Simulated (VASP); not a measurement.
Write the native input for VASP 6.6.1 that does the following.

| Property | Result |
| --- | --- |
| Task | relaxation of cell and atoms |
| Functional | LDA |
| Potentials or basis | VASP PAW LDA potentials, release 64 (Ga_d) |
| Cutoff | 600 eV |
| k mesh | 20 × 20 × 20 |
| Occupations | gaussian, width 0.1 eV |
| Spin | no spin polarisation |
| Dipole correction | no |
| Further INCAR settings | ALGO = Fast; EDIFF = 1e-06; IBRION = 2; EDIFFG = -0.005; NSW = 70; ISIF = 3 |

The structure of Ga lies in POSCAR:

```
Ga
1.0
   -1.4068604442      1.4068604442      2.2672300649
    1.4068604442     -1.4068604442      2.2672300649
    1.4068604442      1.4068604442     -2.2672300649
Ga
1
Direct
    0.0000000000      0.0000000000      0.0000000000
```

These files were run (other wordings do the same):

INCAR

```
SYSTEM = Ga
ALGO = Fast
EDIFF = 1E-6
EDIFFG = -0.005
ENCUT = 600
GGA = CA
IBRION = 2
ISIF = 3
ISMEAR = 0
LASPH = .TRUE.
LCHARG = .FALSE.
LREAL = .FALSE.
LWAVE = .FALSE.
NELM = 60
NSW = 70
PREC = Accurate
SIGMA = 0.1
```

KPOINTS

```
k-points
0
G
  20 20 20
  0 0 0
```

Potentials or basis: VASP PAW LDA potentials, release 64 (Ga_d).

The run is started by

```sh
$ cat potpaw_LDA.64/Ga_d/POTCAR > POTCAR
$ mpirun -np 1 vasp_std > vasp.out
```

Results of the run:

* Relaxed volume: 17.16 Å³/atom
* Relaxed cell: a = 2.975 Å, b = 2.975 Å, c = 2.975 Å, α = 124.56°, β = 124.56°, γ = 82.26°
* Space group after relaxing (to 0.1 Å): I4/mmm (No. 139)
* Energy gained by relaxing: 7.1 meV/atom
* Ionic steps: 7
* Pressure after relaxing: 0.0 GPa
* Band gap on the k mesh: zero (an odd number of electrons rules out a gap without spin polarisation)

Wall time 3.3 min on 1 thread of AMD EPYC 9R45 96-Core Processor (Zen 5), on a shared host, peak memory 0.23 GiB.
